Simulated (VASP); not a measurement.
WS2:

```
W S
1.0
     3.18000    0.00000    0.00000
    -1.59000    2.75396    0.00000
     0.00000    0.00000   12.50000
W S
2 4
Direct
  0.66667 0.33333 0.75000
  0.33333 0.66667 0.25000
  0.66667 0.33333 0.37500
  0.33333 0.66667 0.87500
  0.66667 0.33333 0.12500
  0.33333 0.66667 0.62500
```

```yaml
Program: VASP 6.6.1
Task: relaxation of cell and atoms
Functional: RPBE
Dispersion: D4
Potentials_or_basis: VASP PAW PBE potentials, release 64 (W_sv, S)
Cutoff: 600 eV
k_mesh: 10 × 10 × 3
Occupations: fermi-dirac, width 0.05 eV
Spin: no spin polarisation
```

At the start: pressure -3.0 GPa; volume 18.24 Å³/atom.

Task: How do energy, volume and symmetry change on relaxing?

Result: Over 15 steps the energy falls by 20.4 meV/atom and the volume is 16.73 Å³/atom (-8.3 %); space group P6_3/mmc (No. 194, to 0.1 Å) before and after.

Step by step:
```
step  energy change (eV)  largest force (eV/Å)  pressure (GPa)  volume (Å³)
   1              0.0000                0.1791           -3.04       109.47
   2             -0.0062                0.7461            4.42       104.07
   3             -0.0347                0.4693            0.70       106.59
   4             -0.0517                0.0145           -0.67       105.75
   5             -0.0531                0.0878           -0.38       105.93
   6             -0.0691                0.0826           -0.32       105.06
   7             -0.1078                0.0644            0.08       102.42
   8             -0.0916                0.0323            2.03        97.17
   9             -0.1194                0.0986            0.78       100.76
  10             -0.1209                0.0831            0.99       100.03
  11             -0.0812                0.5695           -4.33       101.67
  12             -0.1226                0.0274            0.07       100.30
  13             -0.1226                0.0226            0.11       100.29
  14             -0.1226                0.0107            0.04       100.50
  15             -0.1227                0.0095            0.09       100.37
```

Final structure:
```
W S
1.0
     3.13298    0.00000    0.00000
    -1.56649    2.71324    0.00000
     0.00000    0.00000   11.80779
W S
2 4
Direct
  0.66667 0.33333 0.75000
  0.33333 0.66667 0.25000
  0.66667 0.33333 0.38389
  0.33333 0.66667 0.88389
  0.66667 0.33333 0.11611
  0.33333 0.66667 0.61611
```

Caveat: the PAW data sets were made with another functional, which shifts forces and pressure a little.
